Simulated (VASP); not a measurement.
A run of VASP 6.6.1 is set up as follows.

INCAR

```
SYSTEM = Y
  PREC = Accurate
  ENCUT = 520
  EDIFF = 1E-7
  ISMEAR = 0
  SIGMA = 0.15
  LREAL = .FALSE.
  LASPH = .TRUE.
  NELM = 60
  ALGO = Fast
  ISIF = 2
  LWAVE = .FALSE.
  LCHARG = .FALSE.
  GGA = PS
  NBANDS = 18
```

The input KPOINTS:

```
regular mesh
0
G
  18 18 8
  0 0 0
```

POSCAR

```
Y
1.0
    3.6514992371      0.0000000000      0.0000000000
   -1.8257496185      3.1622911012      0.0000000000
    0.0000000000      0.0000000000      5.6037150000
Y
2
Direct
    0.3333333333      0.6666666667      0.2500000000
    0.6666666667      0.3333333333      0.7500000000
```

Potentials or basis: VASP PAW PBE potentials, release 64 (Y_sv).

Launch:

```bash
$ cat potpaw_PBE.64/Y_sv/POTCAR > POTCAR
$ mpirun -np 1 vasp_std > vasp.out
```

(1) Estimate the pressure.

(2) Estimate the band gap on the k mesh.

## Answers

(1) -1.4 GPa.

(2) zero (bands 11 and 12 overlap by 1.60 eV).

Caveat: the cell differs from its parent crystal (strain +0.000 along x and y, -0.025 along z); the PAW data sets were made with another functional, which shifts forces and pressure a little.
